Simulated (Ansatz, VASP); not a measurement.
## Ru: VASP beside Ansatz

```
CELL_PARAMETERS angstrom
2.66905 0.00000 0.00000
-1.33452 2.31146 0.00000
0.00000 0.00000 8.66503
ATOMIC_POSITIONS crystal
Ru 0.00000 0.00000 0.00000
Ru 0.00000 0.00000 0.50000
Ru 0.33333 0.66667 0.75000
Ru 0.66667 0.33333 0.25000
```

Alike in both runs: functional PBEsol; k mesh 9 × 9 × 2; occupations gaussian, width 0.1 eV; no spin polarisation.

Ansatz relaxed the structure, and its values are those at the end. VASP's run is a single point on that final structure, the one shown.

|  | VASP | Ansatz |
| --- | --- | --- |
| version | VASP 6.6.1 | Ansatz 0.2.0 |
| potentials or method | VASP PAW PBE potentials, release 64 (Ru_pv), cutoff 500 eV | scalar-relativistic, plane waves, PAW |
| valence electrons in the cell | 56 | 64 |

|  | VASP | Ansatz | Ansatz less VASP |
| --- | --- | --- | --- |
| gap on the k mesh at the Fermi level (eV) | none | none | - |
| pressure (GPa) | -0.4 | -0.3 | +0.07 |

VASP's potentials were made for PBE, not for PBEsol. A gap of «none» marks a metal or a gap that the smearing closes. VASP's potentials hold 56 valence electrons a cell and Ansatz's 64, so a difference there can come from the potentials and not from the codes.

The k mesh is coarse, so the values compare programs but aren't converged.
